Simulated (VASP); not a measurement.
**La: electric field gradients with PBE**

The system is La.

```
La
1.0
     3.85726    0.00000    0.00000
    -1.92863    3.34048    0.00000
     0.00000    0.00000    6.19530
La
2
Direct
  0.33333 0.66667 0.25000
  0.66667 0.33333 0.75000
```

- Program: VASP 6.6.1
- Task: electric field gradients
- Functional: PBE
- Potentials or basis: VASP PAW PBE potentials, release 64 (La)
- Cutoff: 520 eV
- k mesh: 12 × 12 × 7
- Occupations: fermi-dirac, width 0.05 eV
- Spin: no spin polarisation
- Dipole correction: no
- Further INCAR settings: ALGO = Normal; EDIFF = 1e-08; NBANDS = 18

The pressure is -1.4 GPa and the band gap on the k mesh is zero (bands 11 and 12 overlap by 1.27 eV). The largest electric field gradient by atom is La +16.6 V/Å².

Stress tensor (GPa, compression positive):
```
-1.33  0.00  0.00
 0.00 -1.33  0.00
 0.00  0.00 -1.43
```

Levels at points of the mesh, in eV from the Fermi level:
```tsv
k point	band 8	band 9	band 10	band 11	band 12	band 13	band 14	band 15
(0.00, 0.00, 0.00)	-16.06	-3.20	-1.66	1.09	1.27	1.27	1.45	1.52
(0.50, 0.00, 0.00)	-16.23	-1.43	-1.14	-1.01	0.97	1.17	1.21	1.40
```

Electric field gradients, principal values (V/Å²):
```tsv
atom	least	middle	greatest (by size)
1 La	-8.279	-8.279	16.558
2 La	-8.279	-8.279	16.558
```

Run time: 110 s on 1 thread of Intel(R) Xeon(R) 6975P-C (Granite Rapids), with other jobs on the host, peak memory 0.27 GiB.

Caveat: without QUAD_EFG the Cq values of the log hold for a quadrupole moment of 1 mb, not for the nuclei; spin-orbit coupling is left out, which moves the levels of the heavy elements.
